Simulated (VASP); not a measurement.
Write the native input for VASP 6.6.1 that does the following.

```yaml
Task: single point
Functional: PBEsol
Dispersion: D3(BJ)
Potentials_or_basis: VASP PAW PBE potentials, release 64 (Sn_d, S)
Cutoff: 500 eV
k_mesh: 8 × 8 × 4
Occupations: gaussian, width 0.05 eV
Spin: no spin polarisation
Dipole_correction: no
Further_INCAR_settings: ALGO = Normal; EDIFF = 1e-06; NBANDS = 20
```

The structure of SnS2 lies in POSCAR:

```
SnS2
1.0
    3.6161983772      0.0000000000      0.0000000000
   -1.8080991886      3.1317196597      0.0000000000
    0.0000000000      0.0000000000      5.4840512675
Sn S
1 2
Direct
    0.0000000000      0.0000000000      0.0000000000
    0.3333333333      0.6666666667      0.2687428786
    0.6666666667      0.3333333333      0.7312571214
```

These files were run (other wordings do the same):

INCAR

```
PREC     = Accurate       # precision mode
ENCUT    = 500            # plane-wave cutoff, eV
EDIFF    = 1E-6           # SCF threshold, eV
ISMEAR   = 0              # smearing method
SIGMA    = 0.05           # smearing width, eV
LREAL    = False          # projectors in reciprocal space
LASPH    = True           # aspherical terms in the spheres
NELM     = 120            # most SCF steps
ALGO     = Normal         # electronic algorithm
ISIF     = 2              # what is computed and relaxed
LWAVE    = False          # write WAVECAR
LCHARG   = False          # write CHGCAR
GGA      = PS             # functional
IVDW     = 12             # dispersion correction
NBANDS   = 20             # bands
GGA_COMPAT= False
```

KPOINTS

```
regular mesh
0
Gamma
  8 8 4
```

Potentials or basis: VASP PAW PBE potentials, release 64 (Sn_d, S).

The run is started by

```sh
$ cat potpaw_PBE.64/Sn_d/POTCAR potpaw_PBE.64/S/POTCAR > POTCAR
$ mpirun -np 1 vasp_std > vasp.out
```

Results of the run:

```
Pressure                   : 0.8 GPa
Largest force              : 0.008 eV/Å
Band gap on the k mesh     : 1.05 eV (least direct gap 1.56 eV)
Dispersion energy per atom : -0.313 eV
```

Caveat: the PAW data sets were made with another functional, which shifts forces and pressure a little; spin-orbit coupling is left out, which moves the levels of the heavy elements.

Run time: 20 s on 1 thread of AMD EPYC 9R45 96-Core Processor (Zen 5) (shared host), peak memory 0.18 GiB.
